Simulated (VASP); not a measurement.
# TaGe4Pt (Cm) in VASP: single point with PBE

Aim: the single point of TaGe4Pt with PBE.

All numbers are computed with VASP 6.6.1; they aren't measurements. Logs are shortened: lines on timing, memory, paths and dates and some standing lists are left out, and cuts for length are marked.

## (1) The cell of the first run

It takes space group Cm (No. 8, monoclinic). The conventional cell has a = 9.414 Å, b = 3.040 Å, c = 7.963 Å, α = 90.00°, β = 118.72°, γ = 90.00°. Within 3.5 Å of Ta (site symmetry m) lie 8 Ge at 2.64 to 2.72 Å and 2 Ta at 3.04 Å and 1 Pt at 3.08 Å. Within 3.5 Å of Ge (site symmetry m) lie 3 Ta at 2.64 to 2.65 Å and 2 Pt at 2.85 Å and 9 Ge at 2.87 to 3.35 Å. Within 3.2 Å of Ge (site symmetry m) lie 5 Ge at 2.45 to 3.04 Å and 2 Pt at 2.52 Å and 1 Ta at 2.68 Å. Within 3.4 Å of Ge (site symmetry m) lie 9 Ge at 2.45 to 3.33 Å and 1 Pt at 2.68 Å and 2 Ta at 2.69 Å. Within 3.5 Å of Ge (site symmetry m) lie 3 Pt at 2.67 to 2.69 Å and 2 Ta at 2.72 Å and 9 Ge at 2.87 to 3.42 Å. Pt (site symmetry m) has 8 Ge at 2.52 to 2.85 Å and 2 Pt at 3.04 Å and 1 Ta at 3.08 Å within 3.3 Å.

## (2) Single point, PBE (16.65 Å³/atom)

INCAR

```
  PREC = Accurate
  ENCUT = 520
  EDIFF = 1E-7
  ISMEAR = 0
  SIGMA = 0.1
  LREAL = False
  LASPH = True
  NELM = 80
  ALGO = Normal
  ISIF = 2
  LWAVE = False
  LCHARG = False
  GGA = PE
  NBANDS = 48
```

KPOINTS

```
Automatic mesh
0
Gamma
  10 10 6
```

POSCAR

```
TaGe4Pt
1.0
    4.7067912443     -1.5198973165     -0.0376380963
    4.7067912443      1.5198973165     -0.0376380963
   -3.7700060298      0.0000000000      7.0141686765
Ta Ge Pt
1 4 1
Direct
    0.1456522053      0.1456522053      0.1921312784
    0.3918212585      0.3918212585      0.1207555070
    0.1478789481      0.1478789481      0.5304064233
    0.8682966823      0.8682966823      0.4741016687
    0.6049449708      0.6049449708      0.8881487683
    0.8414059349      0.8414059349      0.7944563544
```

Potentials or basis: VASP PAW PBE potentials, release 64 (Ta_pv, Ge_d, Pt).

Launch:

```bash
> cat potpaw_PBE.64/Ta_pv/POTCAR potpaw_PBE.64/Ge_d/POTCAR potpaw_PBE.64/Pt/POTCAR > POTCAR
> mpirun -np 1 vasp_std > vasp.out
```

OUTCAR:

```text
PREC = Accurate
   ENCUT = 520
   EDIFF = 1E-7
   ISMEAR = 0
   LREAL = False
   LASPH = True
   NELM = 80
   ISIF = 2
   GGA = PE

 ion  position               nearest neighbor table
   1  0.146  0.146  0.192-   2 2.64   2 2.65   2 2.65   3 2.68   4 2.69   4 2.69   5 2.72   5 2.72
                             6 3.08
   2  0.392  0.392  0.121-   1 2.64   1 2.65   1 2.65   6 2.85   6 2.85   5 2.87   5 2.87
   3  0.148  0.148  0.530-   4 2.45   6 2.52   6 2.52   1 2.68   4 2.78   4 2.78
   4  0.868  0.868  0.474-   3 2.45   6 2.68   1 2.69   1 2.69   3 2.78   3 2.78
   5  0.605  0.605  0.888-   6 2.67   6 2.69   6 2.69   1 2.72   1 2.72   2 2.87   2 2.87
   6  0.841  0.841  0.794-   3 2.52   3 2.52   5 2.67   4 2.68   5 2.69   5 2.69   2 2.85   2 2.85
                             1 3.08

  LATTYP: Found a base centered monoclinic cell.
 ALAT       =     9.4138834587
 B/A-ratio  =     0.3229054881
 C/A-ratio  =     0.8458925929
 COS(beta)  =    -0.4804606736

  Lattice vectors:

 A1 = (   4.7067912443,  -1.5198973165,  -0.0376380963)
 A2 = (   4.7067912443,   1.5198973165,  -0.0376380963)
 A3 = (  -3.7700060298,   0.0000000000,   7.0141686765)

Analysis of symmetry for initial positions (statically):
=====================================================================
 Subroutine PRICEL returns:
 Original cell was already a primitive cell.

 Routine SETGRP: Setting up the symmetry group for a
 base centered monoclinic supercell.

 Subroutine GETGRP returns: Found  2 space group operations
 (whereof  2 operations were pure point group operations)
 out of a pool of  4 trial point group operations.

The static configuration has the point symmetry C_1h.

Analysis of symmetry for dynamics (positions and initial velocities):
=====================================================================
 Subroutine PRICEL returns:
 Original cell was already a primitive cell.

 Routine SETGRP: Setting up the symmetry group for a
 base centered monoclinic supercell.

 Subroutine GETGRP returns: Found  2 space group operations
 (whereof  2 operations were pure point group operations)
 out of a pool of  4 trial point group operations.

The dynamic configuration has the point symmetry C_1h.

 Subroutine INISYM returns: Found  2 space group operations
 (whereof  2 operations are pure point group operations),
 and found     1 'primitive' translations

----------------------------------------------------------------------------------------

                                     Primitive cell

  volume of cell :      99.9251

  direct lattice vectors                    reciprocal lattice vectors
     4.706791244 -1.519897317 -0.037638096     0.106688030 -0.328969592  0.057343149
     4.706791244  1.519897317 -0.037638096     0.106688030  0.328969592  0.057343149
    -3.770006030  0.000000000  7.014168676     0.001144978  0.000000000  0.143183978

  length of vectors
     4.946249923  4.946249923  7.963134288     0.350558932  0.350558932  0.143188556

  position of ions in fractional coordinates (direct lattice)
     0.145652205  0.145652205  0.192131278
     0.391821259  0.391821259  0.120755507
     0.147878948  0.147878948  0.530406423
     0.868296682  0.868296682  0.474101669
     0.604944971  0.604944971  0.888148768
     0.841405935  0.841405935  0.794456354

  ion indices of the primitive-cell ions
   primitive index   ion index
                 1           1
                 2           2
                 3           3
                 4           4
                 5           5
                 6           6

----------------------------------------------------------------------------------------

 KPOINTS: Automatic mesh

Automatic generation of k-mesh.
 Grid dimensions read from file:
 generate k-points for:   10   10    6

 Generating k-lattice:

  Cartesian coordinates                     Fractional coordinates (reciprocal lattice)
     0.010668803 -0.032896959  0.005734315     0.100000000 -0.000000000  0.000000000
     0.010668803  0.032896959  0.005734315    -0.000000000  0.100000000  0.000000000
     0.000190830  0.000000000  0.023863996     0.000000000  0.000000000  0.166666667

  Length of vectors
     0.035055893  0.035055893  0.023864759

  Shift w.r.t. Gamma in fractional coordinates (k-lattice)
     0.000000000  0.000000000  0.000000000

 Subroutine IBZKPT returns following result:
 ===========================================

 Found    172 irreducible k-points:

 Following reciprocal coordinates:
            Coordinates               Weight
  0.000000  0.000000  0.000000      1.000000
  0.100000  0.000000  0.000000      4.000000
  0.200000  0.000000  0.000000      4.000000
  0.300000  0.000000  0.000000      4.000000
  0.400000 -0.000000  0.000000      4.000000
  0.500000  0.000000  0.000000      2.000000
[... 16 lines left out ...]
  0.300000  0.300000  0.000000      2.000000
  0.400000  0.300000  0.000000      4.000000
 [... further k-points ...]
   k-points           NKPTS =    172   k-points in BZ     NKDIM =    172   number of bands    NBANDS=     48
   number of dos      NEDOS =    301   number of ions     NIONS =      6
   total plane-waves  NPLWV =  96000
   dimension x,y,z NGX =    40 NGY =   40 NGZ =   60
   dimension x,y,z NGXF=    80 NGYF=   80 NGZF=  120
   ions per type =               1   4   1
   NGX,Y,Z   is equivalent  to a cutoff of  13.44, 13.44, 12.53 a.u.
   NGXF,Y,Z  is equivalent  to a cutoff of  26.89, 26.89, 25.05 a.u.
 SYSTEM =  unknown system
   PREC   = accura    normal or accurate (medium, high low for compatibility)
   ISTART =      0    job   : 0-new  1-cont  2-samecut
   ICHARG =      2    charge: 1-file 2-atom 10-const
   ISPIN  =      1    spin polarized calculation?
   LNONCOLLINEAR =      F non collinear calculations
   LSORBIT =      F    spin-orbit coupling
   LASPH  =      T    aspherical Exc in radial PAW
   ENCUT  =  520.0 eV  38.22 Ry    6.18 a.u.   9.20  9.20 14.81*2*pi/ulx,y,z
   NELM   =     80;   NELMIN=  2; NELMDL= -5     # of ELM steps
   EDIFF  = 0.1E-06   stopping-criterion for ELM
   LREAL  =      F    real-space projection
   EDIFFG = 0.1E-05   stopping-criterion for IOM
   NSW    =      0    number of steps for IOM
   IBRION =     -1    ionic relax: 0-MD 1-quasi-New 2-CG
   NFREE  =      0    steps in history (QN), initial steepest desc. (CG)
   ISIF   =      2    stress and relaxation
   ISYM   =      2    0-nonsym 1-usesym 2-fastsym
   POTIM  = 0.5000    time-step for ionic-motion
   TEBEG  =    0.0;   TEEND  =   0.0 temperature during run
   PSTRESS=    0.0 pullay stress
   NELECT =      77.0000    total number of electrons
   NUPDOWN=      -1.0000    fix difference up-down
   EMIN   =  10.00;   EMAX   =-10.00  energy-range for DOS
   EFERMI =   0.00;   METHOD = LEGACY
   ISMEAR =     0;   SIGMA  =   0.10  broadening in eV -4-tet -1-fermi 0-gaus
   EFERMI_NEDOS =   21; number of points for ismear=-14 and -15
   IALGO  =     38    algorithm
   IMIX   =      4    mixing-type and parameters
     AMIX     =   0.40;   BMIX     =  1.00
     AMIX_MAG =   1.60;   BMIX_MAG =  1.00
  volume/ion in A,a.u.               =      16.65       112.39
  Fermi-wavevector in a.u.,A,eV,Ry     =   1.500883  2.836257 30.649158  2.252650
  Thomas-Fermi vector in A             =   2.612326
   LORBIT       =      0    0 simple, 1 ext, 2 COOP (PROOUT), +10 PAW based schemes
   GGA     = PE    functional components
   LHFCALC =     F    Hartree Fock is set to
   AEXX    =    0.0000 exact exchange contribution
   IVDW    =     0    specifies the selected vdW correction
   LEPSILON=     F    determine dielectric tensor
   LRPA    =     F    only Hartree local field effects (RPA)
 non-spin polarized calculation
 Gauss-broadening in eV      SIGMA  =   0.10
  energy-cutoff  :      520.00
  volume of cell :       99.93
 maximum number of plane-waves:      2724
 NGX is ok and might be reduce to    40
   NGX = 19   NGY = 19   NGZ = 29

 number of electron      77.0000000 magnetization

 Free energy of the ion-electron system (eV)
  ---------------------------------------------------
  ext. energy  EPLUGINS =         0.00000000
  ---------------------------------------------------
  free energy    TOTEN  =       -36.61133311 eV

  energy without entropy =      -36.60287583  energy(sigma->0) =      -36.60710447

 E-fermi :   8.1647     XC(G=0): -12.2146

 val. band max:        8.1641673634   @ k =   0.5000   0.3000   0.0000
 cond. band min:       8.1674857003   @ k =   0.4000   0.0000   0.5000
 fundamental gap:      0.0033183369
 Fermi energy:         8.1647066325

 k-point     1 :       0.0000    0.0000    0.0000
  band No.  band energies     occupation
      1     -26.1955      2.00000
      2     -26.1419      2.00000
      3     -25.8649      2.00000
      4     -16.6982      2.00000
      5     -16.6213      2.00000
      6     -16.6032      2.00000
[... 40 lines left out ...]
     47      13.8938      0.00000
     48      14.8918      0.00000

 k-point     2 :       0.1000    0.0000    0.0000
  band No.  band energies     occupation
      1     -26.1901      2.00000
      2     -26.1371      2.00000
      3     -25.9115      2.00000
      4     -16.6941      2.00000
      5     -16.6273      2.00000
      6     -16.5980      2.00000
[... 40 lines left out ...]
     47      13.6887      0.00000
     48      13.9254      0.00000

 k-point     3 :       0.2000    0.0000    0.0000
  band No.  band energies     occupation
      1     -26.1759      2.00000
      2     -26.1245      2.00000
      3     -26.0318      2.00000
      4     -16.6851      2.00000
      5     -16.6395      2.00000
      6     -16.5901      2.00000
[... 40 lines left out ...]
     47      13.1294      0.00000
     48      13.7463      0.00000

 k-point     4 :       0.3000    0.0000    0.0000
  band No.  band energies     occupation
      1     -26.1775      2.00000
      2     -26.1582      2.00000
      3     -26.1087      2.00000
      4     -16.6776      2.00000
      5     -16.6523      2.00000
      6     -16.5957      2.00000
[... 958 lines left out ...]
     47      13.1952      0.00000
     48      13.8717      0.00000

 k-point    23 :       0.3000    0.3000    0.0000
  band No.  band energies     occupation
      1     -26.1960      2.00000
      2     -26.1465      2.00000
      3     -25.8645      2.00000
      4     -16.7125      2.00000
      5     -16.6449      2.00000
      6     -16.5914      2.00000
[... 40 lines left out ...]
     47      14.7769      0.00000
     48      15.4886      0.00000

 k-point    24 :       0.4000    0.3000    0.0000
  band No.  band energies     occupation
      1     -26.1907      2.00000
      2     -26.1422      2.00000
      3     -25.9111      2.00000
      4     -16.7099      2.00000
      5     -16.6514      2.00000
      6     -16.5864      2.00000
[... 40 lines left out ...]
     47      14.3143      0.00000
     48      14.5477      0.00000

 [... further k-points ...]

------------------------ aborting loop because EDIFF is reached ----------------------------------------

  FORCE on cell =-STRESS in cart. coord.  units (eV):
  Direction    XX          YY          ZZ          XY          YZ          ZX
  --------------------------------------------------------------------------------------
  -------------------------------------------------------------------------------------
  Total        5.1726642      5.1548241      5.1668176      0.0000000      0.0000000      0.0080943
  in kB       82.9373414     82.6512980     82.8435992      0.0000000      0.0000000      0.1297820
  external PRESSURE =      82.8107462 kB  Pullay stress =       0.0000000 kB

 VOLUME and BASIS-vectors are now :
 -----------------------------------------------------------------------------
  energy-cutoff  :      520.00
  volume of cell :       99.93
      direct lattice vectors                 reciprocal lattice vectors
     4.706791244 -1.519897317 -0.037638096     0.106688030 -0.328969592  0.057343149
     4.706791244  1.519897317 -0.037638096     0.106688030  0.328969592  0.057343149
    -3.770006030  0.000000000  7.014168676     0.001144978  0.000000000  0.143183978

 POSITION                                       TOTAL-FORCE (eV/Angst)
 -----------------------------------------------------------------------------------
      0.64677      0.00000      1.33668        -0.002198      0.000000     -0.005974
      3.23319      0.00000      0.81750        -0.001181      0.000000      0.000061
     -0.60756      0.00000      3.70923        -0.017368      0.000000     -0.002836
      6.38642      0.00000      3.26007         0.009281      0.000000      0.014504
      2.34637      0.00000      6.18409         0.006105      0.000000     -0.007601
      4.92554      0.00000      5.50911         0.005361      0.000000      0.001846
 -----------------------------------------------------------------------------------
    total drift:                                0.001140      0.000000      0.000510

  FREE ENERGIE OF THE ION-ELECTRON SYSTEM (eV)
  ---------------------------------------------------
  free  energy   TOTEN  =       -36.6113331072 eV

  energy  without entropy=      -36.6028758258  energy(sigma->0) =      -36.60710447
```

Run time: 21 min. Hardware: 1 thread of Intel Xeon Platinum 8488C (Sapphire Rapids), shared host; peak memory 0.82 GiB.

What came out:

| Item | Value |
| --- | --- |
| Free energy | -36.6113 eV |
| Pressure | 8.3 GPa |
| Largest force | 0.018 eV/Å |
| Band gap on the k mesh | zero (an odd number of electrons rules out a gap without spin polarisation) |

Forces on the atoms (eV/Å):
```
Ta  -0.002  0.000 -0.006
Ge  -0.001  0.000  0.000
Ge  -0.017  0.000 -0.003
Ge   0.009  0.000  0.015
Ge   0.006  0.000 -0.008
Pt   0.005  0.000  0.002
```

Levels at points of the mesh, in eV from the Fermi level:
```
           k point  band 36  band 37  band 38  band 39  band 40  band 41  band 42  band 43
(0.00, 0.00, 0.00)    -2.24    -1.16     0.90     0.96     1.22     1.33     3.32     4.34
(0.50, 0.00, 0.00)    -2.58    -1.98    -1.13    -0.58    -0.09     2.13     2.43     2.55
(0.50, 0.50, 0.00)    -1.99    -1.39     1.29     1.90     1.99     2.53     2.96     3.30
(0.00, 0.00, 0.50)    -2.55    -1.38     0.74     0.99     1.39     1.46     3.14     4.39
(0.50, 0.00, 0.50)    -1.83    -1.31    -1.00    -0.97    -0.31     1.30     1.83     2.54
(0.50, 0.50, 0.50)    -1.43    -0.46     0.84     1.04     2.00     2.30     3.77     3.83
```

Caveat: the cell stands under pressure; spin-orbit coupling is left out, which moves the levels of the heavy elements.
